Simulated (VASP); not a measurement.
# Hf (Im-3m) in VASP: further runs

The runs below take Hf through single point, with PBEsol.

All numbers are computed with VASP 6.6.1; they aren't measurements. Logs are shortened: lines on timing, memory, paths and dates and some standing lists are left out, and cuts for length are marked.

## (1) The cell of the first run

It takes space group Im-3m (No. 229, cubic). Conventional cell: a = 3.468 Å, b = 3.468 Å, c = 3.468 Å, α = 90.00°, β = 90.00°, γ = 90.00°. Within 4.0 Å of Hf (site symmetry m-3m) lie 14 Hf at 3.00 to 3.47 Å.

## (2) Single point, PBEsol

File INCAR:

```
SYSTEM = Hf
ALGO = Normal
EDIFF = 1E-6
ENCUT = 500
GGA = PS
GGA_COMPAT = .False.
ISIF = 2
ISMEAR = -1
LASPH = .True.
LCHARG = .False.
LREAL = .False.
LWAVE = .False.
NBANDS = 11
NELM = 120
PREC = Accurate
SIGMA = 0.02
```

File KPOINTS:

```
k-points
0
Gamma
  7 7 7
  0 0 0
```

File POSCAR:

```
Hf
1.0
   -1.7342474476      1.7342474476      1.7342474476
    1.7342474476     -1.7342474476      1.7342474476
    1.7342474476      1.7342474476     -1.7342474476
Hf
1
Direct
    0.0000000000      0.0000000000      0.0000000000
```

Potentials or basis: VASP PAW PBE potentials, release 64 (Hf_pv).

The run is started by

```bash
$ cat potpaw_PBE.64/Hf_pv/POTCAR > POTCAR
$ mpirun -np 1 vasp_std > vasp.out
```

OUTCAR:

```text
SYSTEM = Hf
   EDIFF = 1E-6
   ENCUT = 500
   GGA = PS
   ISIF = 2
   ISMEAR = -1
   LASPH = .True.
   LREAL = .False.
   NELM = 120
   PREC = Accurate

 ion  position               nearest neighbor table
   1  0.000  0.000  0.000-

  LATTYP: Found a body centered cubic cell.
 ALAT       =     3.4684948952

  Lattice vectors:

 A1 = (  -1.7342474476,   1.7342474476,   1.7342474476)
 A2 = (   1.7342474476,  -1.7342474476,   1.7342474476)
 A3 = (   1.7342474476,   1.7342474476,  -1.7342474476)

Analysis of symmetry for initial positions (statically):
=====================================================================
 Subroutine PRICEL returns:
 Original cell was already a primitive cell.

 Routine SETGRP: Setting up the symmetry group for a
 body centered cubic supercell.

 Subroutine GETGRP returns: Found 48 space group operations
 (whereof 48 operations were pure point group operations)
 out of a pool of 48 trial point group operations.

The static configuration has the point symmetry O_h .

Analysis of symmetry for dynamics (positions and initial velocities):
=====================================================================
 Subroutine PRICEL returns:
 Original cell was already a primitive cell.

 Routine SETGRP: Setting up the symmetry group for a
 body centered cubic supercell.

 Subroutine GETGRP returns: Found 48 space group operations
 (whereof 48 operations were pure point group operations)
 out of a pool of 48 trial point group operations.

The dynamic configuration has the point symmetry O_h .

 Subroutine INISYM returns: Found 48 space group operations
 (whereof 48 operations are pure point group operations),
 and found     1 'primitive' translations

----------------------------------------------------------------------------------------

                                     Primitive cell

  volume of cell :      20.8638

  direct lattice vectors                    reciprocal lattice vectors
    -1.734247448  1.734247448  1.734247448     0.000000000  0.288309492  0.288309492
     1.734247448 -1.734247448  1.734247448     0.288309492  0.000000000  0.288309492
     1.734247448  1.734247448 -1.734247448     0.288309492  0.288309492  0.000000000

  length of vectors
     3.003804692  3.003804692  3.003804692     0.407731193  0.407731193  0.407731193

  position of ions in fractional coordinates (direct lattice)
     0.000000000  0.000000000  0.000000000

  ion indices of the primitive-cell ions
   primitive index   ion index
                 1           1

[... 73 lines left out ...]
   ISYM   =      2    0-nonsym 1-usesym 2-fastsym
   POTIM  = 0.5000    time-step for ionic-motion
   TEBEG  =    0.0;   TEEND  =   0.0 temperature during run
   PSTRESS=    0.0 pullay stress
   NELECT =      10.0000    total number of electrons
   NUPDOWN=      -1.0000    fix difference up-down
   EMIN   =  10.00;   EMAX   =-10.00  energy-range for DOS
   EFERMI =   0.00;   METHOD = LEGACY
   ISMEAR =    -1;   SIGMA  =   0.02  broadening in eV -4-tet -1-fermi 0-gaus
   EFERMI_NEDOS =   21; number of points for ismear=-14 and -15
   IALGO  =     38    algorithm
   IMIX   =      4    mixing-type and parameters
     AMIX     =   0.40;   BMIX     =  1.00
     AMIX_MAG =   1.60;   BMIX_MAG =  1.00
  volume/ion in A,a.u.               =      20.86       140.80
  Fermi-wavevector in a.u.,A,eV,Ry     =   1.281181  2.421081 22.332934  1.641424
  Thomas-Fermi vector in A             =   2.413566
   LORBIT       =      0    0 simple, 1 ext, 2 COOP (PROOUT), +10 PAW based schemes
   GGA     = PS    functional components
   LHFCALC =     F    Hartree Fock is set to
   AEXX    =    0.0000 exact exchange contribution
   IVDW    =     0    specifies the selected vdW correction
   LEPSILON=     F    determine dielectric tensor
   LRPA    =     F    only Hartree local field effects (RPA)
 non-spin polarized calculation
  energy-cutoff  :      500.00
  volume of cell :       20.86
 maximum number of plane-waves:       543
 NGX is ok and might be reduce to    24
   NGX = 11   NGY = 11   NGZ = 11

 number of electron      10.0000000 magnetization

 number of electron       9.9999999 magnetization

 Free energy of the ion-electron system (eV)
  ---------------------------------------------------
  ext. energy  EPLUGINS =         0.00000000
  ---------------------------------------------------
  free energy    TOTEN  =       -10.29699119 eV

  energy without entropy =      -10.29386564  energy(sigma->0) =      -10.29542842

 E-fermi :   4.8673     XC(G=0): -11.7199

 val. band max:        4.8508561674   @ k =  -0.4286  -0.4286   0.1429
 cond. band min:       4.9503420152   @ k =   0.2857   0.0000   0.0000
 fundamental gap:      0.0994858478
 Fermi energy:         4.8673393574

 k-point     1 :       0.0000    0.0000    0.0000
  band No.  band energies     occupation
      1     -24.6572      2.00000
      2     -24.6572      2.00000
      3     -24.6572      2.00000
      4      -2.3723      2.00000
      5       6.4309      0.00000
      6       6.4309      0.00000
      7       6.4309      0.00000
      8       9.4371      0.00000
      9       9.4371      0.00000
     10      18.3466      0.00000
     11      18.5551      0.00000
[... 253 lines left out ...]
 k-point    20 :      -0.4286    0.4286    0.4286
  band No.  band energies     occupation
      1     -25.3767      2.00000
      2     -25.3388      2.00000
      3     -25.3388      2.00000
      4       2.2283      2.00000
      5       2.2776      2.00000
      6      10.1353      0.00000
      7      10.1353      0.00000
      8      11.5307      0.00000
      9      11.7383      0.00000
     10      15.1997      0.00000
     11      15.1997      0.00000

------------------------ aborting loop because EDIFF is reached ----------------------------------------

  FORCE on cell =-STRESS in cart. coord.  units (eV):
  Direction    XX          YY          ZZ          XY          YZ          ZX
  --------------------------------------------------------------------------------------
  -------------------------------------------------------------------------------------
  Total        0.6226548      0.6226548      0.6226548      0.0000000     -0.0000000      0.0000000
  in kB       47.8150615     47.8150615     47.8150615      0.0000000     -0.0000000      0.0000000
  external PRESSURE =      47.8150615 kB  Pullay stress =       0.0000000 kB

 VOLUME and BASIS-vectors are now :
 -----------------------------------------------------------------------------
  energy-cutoff  :      500.00
  volume of cell :       20.86
      direct lattice vectors                 reciprocal lattice vectors
    -1.734247448  1.734247448  1.734247448     0.000000000  0.288309492  0.288309492
     1.734247448 -1.734247448  1.734247448     0.288309492  0.000000000  0.288309492
     1.734247448  1.734247448 -1.734247448     0.288309492  0.288309492  0.000000000

 POSITION                                       TOTAL-FORCE (eV/Angst)
 -----------------------------------------------------------------------------------
      0.00000      0.00000      0.00000         0.000000      0.000000      0.000000
 -----------------------------------------------------------------------------------
    total drift:                                0.000000      0.000000      0.000000

  FREE ENERGIE OF THE ION-ELECTRON SYSTEM (eV)
  ---------------------------------------------------
  free  energy   TOTEN  =       -10.2969911902 eV

  energy  without entropy=      -10.2938656409  energy(sigma->0) =      -10.29542842
```

OSZICAR:

```text
N       E                     dE             d eps       ncg     rms          rms(c)
DAV:   1     0.130240440797E+02    0.13024E+02   -0.57893E+03   440   0.833E+02
DAV:   2    -0.102184461614E+02   -0.23242E+02   -0.22562E+02   556   0.156E+02
DAV:   3    -0.106462937943E+02   -0.42785E+00   -0.42621E+00   556   0.146E+01
DAV:   4    -0.106477768326E+02   -0.14830E-02   -0.14830E-02   474   0.106E+00
DAV:   5    -0.106477829332E+02   -0.61007E-05   -0.61007E-05   568   0.589E-02    0.492E+01
DAV:   6    -0.103908483304E+02    0.25693E+00   -0.20681E-01   473   0.331E+00    0.294E+01
DAV:   7    -0.103014920321E+02    0.89356E-01   -0.32098E-01   476   0.397E+00    0.126E+00
DAV:   8    -0.102969792044E+02    0.45128E-02   -0.23751E-02   473   0.109E+00    0.594E-01
DAV:   9    -0.102969921430E+02   -0.12939E-04   -0.26810E-04   548   0.155E-01    0.459E-02
DAV:  10    -0.102969906145E+02    0.15285E-05   -0.13835E-05   493   0.280E-02    0.489E-02
DAV:  11    -0.102969911902E+02   -0.57569E-06   -0.72497E-07   348   0.725E-03
   1 F= -.10296991E+02 E0= -.10295428E+02  d E =-.312555E-02
```

Run time: 3.5 s. Hardware: 1 thread of Intel Xeon Platinum 8259CL at 2.50GHz (Skylake/Cascade Lake), shared host; peak memory 0.14 GiB.

What came out:

```yaml
Free_energy: -10.2970 eV
Pressure: 4.8 GPa
Band_gap_on_the_k_mesh: zero (band 5 reaches 6.43 eV, above the bottom of band 6 at 4.40 eV)
```

Caveat: the k points lie up to 0.37 Å⁻¹ apart; the PAW data sets were made with another functional, which shifts forces and pressure a little; spin-orbit coupling is left out, which moves the levels of the heavy elements.

## (3) Single point, PBEsol

This run uses another cell than the first one, of 20.06 Å³/atom, 0.961 times its volume.

File INCAR:

```
PREC = Accurate ; ENCUT = 500
EDIFF = 1E-6 ; ISMEAR = -1
SIGMA = 0.02 ; LREAL = False
LASPH = True ; NELM = 120
ALGO = Normal ; ISIF = 2
LWAVE = False ; LCHARG = True
GGA = PS ; LELF = True
LVHAR = True ; NBANDS = 11
GGA_COMPAT = False
```

File KPOINTS:

```
Automatic mesh
0
Gamma
  7 7 7
```

File POSCAR:

```
Hf
1.0
   -1.7116989154      1.7116989154      1.7116989154
    1.7116989154     -1.7116989154      1.7116989154
    1.7116989154      1.7116989154     -1.7116989154
Hf
1
Direct
    0.0000000000      0.0000000000      0.0000000000
```

Potentials or basis: VASP PAW PBE potentials, release 64 (Hf_pv).

The run is started by

```bash
$ cat potpaw_PBE.64/Hf_pv/POTCAR > POTCAR
$ mpirun -np 1 vasp_std > vasp.out
```

Wall time 4.4 s (1 thread of Intel Xeon Platinum 8259CL at 2.50GHz (Skylake/Cascade Lake), shared host); peak memory 0.14 GiB.

Results (log left out):

```yaml
Free_energy: -10.2602 eV
Pressure: 9.8 GPa
Band_gap_on_the_k_mesh: zero (band 5 reaches 6.74 eV, above the bottom of band 6 at 4.63 eV)
```

Levels at points of the mesh, in eV from the Fermi level:
```tsv
k point	band 1	band 2	band 3	band 4	band 5	band 6	band 7	band 8	band 9	band 10
(0.00, 0.00, 0.00)	-29.37	-29.37	-29.37	-7.37	1.59	1.59	1.59	4.71	4.71	13.62
```

Caveat: the k points lie up to 0.37 Å⁻¹ apart; the PAW data sets were made with another functional, which shifts forces and pressure a little; spin-orbit coupling is left out, which moves the levels of the heavy elements.
